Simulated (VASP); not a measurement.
# ClCu in VASP: a series of runs

ClCu is run at these levels: RPBE; tasks: single point.

Program: VASP 6.6.1. These are calculated values, not measurements. Logs are shortened: lines on timing, memory, paths and dates and some standing lists are left out, and cuts for length are marked.

## 1. The cell of the first run

The cell holds a molecule in a box, 2 atoms: a = 11.000 Å, b = 10.000 Å, c = 10.000 Å, α = 90.00°, β = 90.00°, γ = 90.00°.

## 2. Single point, RPBE

The input, INCAR:

```
SYSTEM = CuCl
GGA      = RP             ! functional
ISMEAR   = 0              ! smearing method
SIGMA    = 0.03           ! smearing width, eV
LWAVE    = .FALSE.        ! write WAVECAR
LCHARG   = .FALSE.        ! write CHGCAR
ISIF     = 0              ! what is computed and relaxed
PREC     = Accurate       ! precision mode
LASPH    = .TRUE.         ! aspherical terms in the spheres
LREAL    = Auto         
ALGO     = Normal         ! electronic algorithm
EDIFF    = 1E-6           ! SCF threshold, eV
NELM     = 120            ! most SCF steps
GGA_COMPAT= .FALSE.      
ENCUT    = 380            ! plane-wave cutoff, eV
EFERMI   = MIDGAP       
NELMDL   = -8           
NBANDS   = 19             ! bands
ROPT     = -0.00025 -0.00025
```

The input, KPOINTS:

```
k-points
0
Gamma
  1 1 1
```

The input, POSCAR:

```
CuCl
1.0
   11.0000000000      0.0000000000      0.0000000000
    0.0000000000     10.0000000000      0.0000000000
    0.0000000000      0.0000000000     10.0000000000
Cl Cu
1 1
Direct
    0.5815045500      0.4705900000      0.5478400000
    0.4208590900      0.5336100000      0.4629600000
```

Potentials or basis: VASP PAW PBE potentials, release 64 (Cl, Cu).

The run is started by

```bash
$ cat potpaw_PBE.64/Cl/POTCAR potpaw_PBE.64/Cu/POTCAR > POTCAR
$ mpirun -np 1 vasp_gam > vasp.out
```

OUTCAR:

```text
SYSTEM = CuCl
   GGA = RP
   ISMEAR = 0
   ISIF = 0
   PREC = Accurate
   LASPH = .TRUE.
   LREAL = Auto
   EDIFF = 1E-6
   NELM = 120
   ENCUT = 380
   EFERMI = MIDGAP
   NELMDL = -8

 Found      1 irreducible k-points:

 Following reciprocal coordinates:
            Coordinates               Weight
  0.000000  0.000000  0.000000      1.000000
   k-points           NKPTS =      1   k-points in BZ     NKDIM =      1   number of bands    NBANDS=     19
   number of dos      NEDOS =    301   number of ions     NIONS =      2
   total plane-waves  NPLWV = 286720
   dimension x,y,z NGX =    70 NGY =   64 NGZ =   64
   dimension x,y,z NGXF=   140 NGYF=  128 NGZF=  128
   ions per type =               1   1
   NGX,Y,Z   is equivalent  to a cutoff of  10.58, 10.64, 10.64 a.u.
   NGXF,Y,Z  is equivalent  to a cutoff of  21.16, 21.28, 21.28 a.u.
 SYSTEM =  CuCl
   PREC   = accura    normal or accurate (medium, high low for compatibility)
   ISTART =      0    job   : 0-new  1-cont  2-samecut
   ICHARG =      2    charge: 1-file 2-atom 10-const
   ISPIN  =      1    spin polarized calculation?
   LNONCOLLINEAR =      F non collinear calculations
   LSORBIT =      F    spin-orbit coupling
   LASPH  =      T    aspherical Exc in radial PAW
   ENCUT  =  380.0 eV  27.93 Ry    5.28 a.u.  17.48 15.89 15.89*2*pi/ulx,y,z
   NELM   =    120;   NELMIN=  2; NELMDL= -8     # of ELM steps
   EDIFF  = 0.1E-05   stopping-criterion for ELM
   LREAL  =      T    real-space projection
   EDIFFG = 0.1E-04   stopping-criterion for IOM
   NSW    =      0    number of steps for IOM
   IBRION =     -1    ionic relax: 0-MD 1-quasi-New 2-CG
   NFREE  =      0    steps in history (QN), initial steepest desc. (CG)
   ISIF   =      0    stress and relaxation
   ISYM   =      2    0-nonsym 1-usesym 2-fastsym
   POTIM  = 0.5000    time-step for ionic-motion
   TEBEG  =    0.0;   TEEND  =   0.0 temperature during run

   SCALEE = 1.0000    scale energy and forces
   PSTRESS=    0.0 pullay stress
   NELECT =      18.0000    total number of electrons
   NUPDOWN=      -1.0000    fix difference up-down
   EMIN   =  10.00;   EMAX   =-10.00  energy-range for DOS
   EFERMI =   0.00;   METHOD = MIDGAP
   ISMEAR =     0;   SIGMA  =   0.03  broadening in eV -4-tet -1-fermi 0-gaus
   EFERMI_NEDOS =   21; number of points for ismear=-14 and -15
   IALGO  =     38    algorithm
   IMIX   =      4    mixing-type and parameters
     AMIX     =   0.40;   BMIX     =  1.00
     AMIX_MAG =   1.60;   BMIX_MAG =  1.00
  volume/ion in A,a.u.               =     550.00      3711.58
  Fermi-wavevector in a.u.,A,eV,Ry     =   0.415625  0.785417  2.350324  0.172744
  Thomas-Fermi vector in A             =   1.374689
   LORBIT       =      0    0 simple, 1 ext, 2 COOP (PROOUT), +10 PAW based schemes
   GGA     = RP    functional components
   LHFCALC =     F    Hartree Fock is set to
   AEXX    =    0.0000 exact exchange contribution
   IVDW    =     0    specifies the selected vdW correction
   LEPSILON=     F    determine dielectric tensor
   LRPA    =     F    only Hartree local field effects (RPA)

   CSHIFT  =0.1000    complex shift for real part using Kramers Kronig

   OMEGAMAX=  -1.0    maximum frequency
 non-spin polarized calculation
 Gauss-broadening in eV      SIGMA  =   0.03
  energy-cutoff  :      380.00
  volume of cell :     1100.00
 maximum number of plane-waves:      9270
 NGX is ok and might be reduce to    70
   NGX = 35   NGY = 31   NGZ = 31

 number of electron      17.9999995 magnetization

 Free energy of the ion-electron system (eV)
  ---------------------------------------------------
  ext. energy  EPLUGINS =         0.00000000
  ---------------------------------------------------
  free energy    TOTEN  =        -4.23328715 eV

  energy without entropy =       -4.23328715  energy(sigma->0) =       -4.23328715

 E-fermi :  -4.6508     XC(G=0):  -0.9942

 val. band max:       -5.6380396343   @ k =   0.0000   0.0000   0.0000
 cond. band min:      -3.6635591903   @ k =   0.0000   0.0000   0.0000
 fundamental gap:      1.9744804440
 Fermi energy:        -4.6507994123

 k-point     1 :       0.0000    0.0000    0.0000
  band No.  band energies     occupation
      1     -18.9597      2.00000
      2      -8.6676      2.00000
      3      -7.3017      2.00000
      4      -7.3010      2.00000
      5      -6.0197      2.00000
      6      -6.0197      2.00000
[... 11 lines left out ...]
     18       1.7021      0.00000
     19       1.8176      0.00000

------------------------ aborting loop because EDIFF is reached ----------------------------------------

 VOLUME and BASIS-vectors are now :
 -----------------------------------------------------------------------------
  energy-cutoff  :      380.00
  volume of cell :     1100.00
      direct lattice vectors                 reciprocal lattice vectors
    11.000000000  0.000000000  0.000000000     0.090909091  0.000000000  0.000000000
     0.000000000 10.000000000  0.000000000     0.000000000  0.100000000  0.000000000
     0.000000000  0.000000000 10.000000000     0.000000000  0.000000000  0.100000000

 POSITION                                       TOTAL-FORCE (eV/Angst)
 -----------------------------------------------------------------------------------
      6.39655      4.70590      5.47840        -0.011037      0.002763     -0.001718
      4.62945      5.33610      4.62960         0.011037     -0.002763      0.001718
 -----------------------------------------------------------------------------------
    total drift:                               -0.000441     -0.000458     -0.001247

  FREE ENERGIE OF THE ION-ELECTRON SYSTEM (eV)
  ---------------------------------------------------
  free  energy   TOTEN  =        -4.2332871547 eV

  energy  without entropy=       -4.2332871547  energy(sigma->0) =       -4.23328715
```

Run time: 88 s. Hardware: 1 thread of Intel Xeon Platinum 8259CL at 2.50GHz (Skylake/Cascade Lake), shared host; peak memory 0.56 GiB.

What came out:

```
Free energy                     : -4.2333 eV
Largest force                   : 0.012 eV/Å
Gap between the frontier levels : 1.97 eV
```

Forces in eV/Å, atoms in the order of the input:
```
Cl  -0.011  0.003 -0.002
Cu   0.011 -0.003  0.002
```

Levels at points of the mesh, in eV from the valence-band top:
```
           k point  band 7  band 8  band 9  band 10  band 11  band 12
(0.00, 0.00, 0.00)   -0.19    0.00    0.00     1.97     5.31     5.33
```

Caveat: the PAW data sets were made with another functional, which shifts forces and pressure a little.

## 3. Single point, RPBE

Edit INCAR of step 2 so:

```diff
@@ -9,3 +9,3 @@
 LASPH    = .TRUE.         ! aspherical terms in the spheres
-LREAL    = Auto         
+LREAL    = .FALSE.        ! projectors in reciprocal space
 ALGO     = Normal         ! electronic algorithm
@@ -14,6 +14,5 @@
 GGA_COMPAT= .FALSE.      
-ENCUT    = 380            ! plane-wave cutoff, eV
+ENCUT    = 660            ! plane-wave cutoff, eV
 EFERMI   = MIDGAP       
 NELMDL   = -8           
-NBANDS   = 19             ! bands
-ROPT     = -0.00025 -0.00025
+NBANDS   = 29             ! bands
```

KPOINTS is that of step 2.

POSCAR is that of step 2.

Potentials or basis: VASP PAW PBE potentials, release 64 (Cl, Cu).

The run is started by

```bash
$ cat potpaw_PBE.64/Cl/POTCAR potpaw_PBE.64/Cu/POTCAR > POTCAR
$ mpirun -np 1 vasp_gam > vasp.out
```

It took 3.6 min on 1 thread of Intel Xeon Platinum 8259CL at 2.50GHz (Skylake/Cascade Lake), shared host; peak memory 1.1 GiB.

Results (log left out):

```yaml
Free_energy: -4.2313 eV
Largest_force: 0.007 eV/Å
Gap_between_the_frontier_levels: 1.98 eV
```

Forces in eV/Å, atoms in the order of the input:
```
Cl  -0.007  0.001  0.000
Cu   0.007 -0.001  0.000
```

Levels at points of the mesh, in eV from the valence-band top:
```
           k point  band 6  band 7  band 8  band 9  band 10  band 11  band 12  band 13
(0.00, 0.00, 0.00)   -0.38   -0.19    0.00    0.00     1.98     5.31     5.33     5.62
```

Caveat: the PAW data sets were made with another functional, which shifts forces and pressure a little.
